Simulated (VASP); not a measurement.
K3Ge: single point with PBE

K3Ge:

```
CELL_PARAMETERS angstrom
0.00000 4.31101 4.31101
4.31101 0.00000 4.31101
4.31101 4.31101 0.00000
ATOMIC_POSITIONS crystal
K 0.25000 0.25000 0.25000
K 0.75000 0.75000 0.75000
K 0.50000 0.50000 0.50000
Ge 0.00000 0.00000 0.00000
```

| Quantity | Value |
| --- | --- |
| Program | VASP 6.6.1 |
| Task | single point |
| Functional | PBE |
| Potentials or basis | VASP PAW PBE potentials, release 64 (K_sv, Ge_d) |
| Cutoff | 520 eV |
| k mesh | 5 × 5 × 5 |
| Occupations | methfessel-paxton, width 0.15 eV |
| Spin | no spin polarisation |

```yaml
Pressure: 0.0 GPa
```

Levels at points of the mesh, in eV from the Fermi level:
| k point | band 17 | band 18 | band 19 | band 20 | band 21 | band 22 | band 23 | band 24 | band 25 | band 26 |
| --- | --- | --- | --- | --- | --- | --- | --- | --- | --- | --- |
| (0.00, 0.00, 0.00) | -14.58 | -6.91 | -0.01 | 0.09 | 0.09 | 0.09 | 2.49 | 2.49 | 3.18 | 3.18 |

Run time: 61 s on 1 thread of Intel Xeon 6975P-C, on a shared host, peak memory 0.32 GiB.
